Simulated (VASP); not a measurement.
Wanted: the native input for a VASP 6.6.1 run.

```yaml
Task: single point
Functional: r2SCAN
Potentials_or_basis: VASP PAW PBE potentials, release 64 (Cu)
Cutoff: 520 eV
k_mesh: 10 × 10 × 3
Occupations: methfessel-paxton, width 0.05 eV
Spin: no spin polarisation
Dipole_correction: no
Further_INCAR_settings: ALGO = Normal; EDIFF = 1e-06; NBANDS = 30
```

The system is Cu.

```
CELL_PARAMETERS angstrom
2.46584 0.00000 0.00000
-1.23292 2.13549 0.00000
0.00000 0.00000 8.04988
ATOMIC_POSITIONS crystal
Cu 0.00000 0.00000 0.00000
Cu 0.33333 0.66667 0.25000
Cu 0.00000 0.00000 0.50000
Cu 0.66667 0.33333 0.75000
```

This isn't the form of Cu at room conditions, which is fcc.

These files were run (other wordings do the same):

POSCAR

```
Cu
1.0
    2.4658398820      0.0000000000      0.0000000000
   -1.2329199410      2.1354873350      0.0000000000
    0.0000000000      0.0000000000      8.0498843249
Cu
4
Direct
    0.0000000000      0.0000000000      0.0000000000
    0.3333333333      0.6666666667      0.2500000000
    0.0000000000      0.0000000000      0.5000000000
    0.6666666667      0.3333333333      0.7500000000
```

INCAR.step1

```
SYSTEM = Cu
  PREC = Accurate
  ENCUT = 520
  ISMEAR = 1
  SIGMA = 0.05
  LREAL = .FALSE.
  LASPH = .TRUE.
  NELM = 60
  NBANDS = 30
  GGA = PE
  ALGO = Normal
  EDIFF = 1E-4
  LWAVE = .TRUE.
  LCHARG = .FALSE.
```

INCAR.step2

```
SYSTEM = Cu
  PREC = Accurate
  ENCUT = 520
  EDIFF = 1E-6
  ISMEAR = 1
  SIGMA = 0.05
  LREAL = .FALSE.
  LASPH = .TRUE.
  NELM = 60
  ALGO = Normal
  ISIF = 2
  LWAVE = .FALSE.
  LCHARG = .FALSE.
  METAGGA = R2SCAN
  LMIXTAU = .TRUE.
  NBANDS = 30
  ISTART = 1
```

KPOINTS

```
regular mesh
0
G
  10 10 3
  0 0 0
```

Potentials or basis: VASP PAW PBE potentials, release 64 (Cu).

The run is started by

```bash
$ cat potpaw_PBE.64/Cu/POTCAR > POTCAR
$ cp INCAR.step1 INCAR
$ mpirun -np 1 vasp_std > vasp.out
$ cp INCAR.step2 INCAR
$ mpirun -np 1 vasp_std > vasp.out
```

It gave:

The pressure is 15.9 GPa. The band gap on the k mesh is zero (bands 22 and 23 overlap by 5.32 eV).

Caveat: the cell stands under pressure; the PAW data sets were made with another functional, which shifts forces and pressure a little.

Run time: 54 s on 1 thread of Intel(R) Xeon(R) 6975P-C (Granite Rapids), on a shared host, peak memory 0.17 GiB.
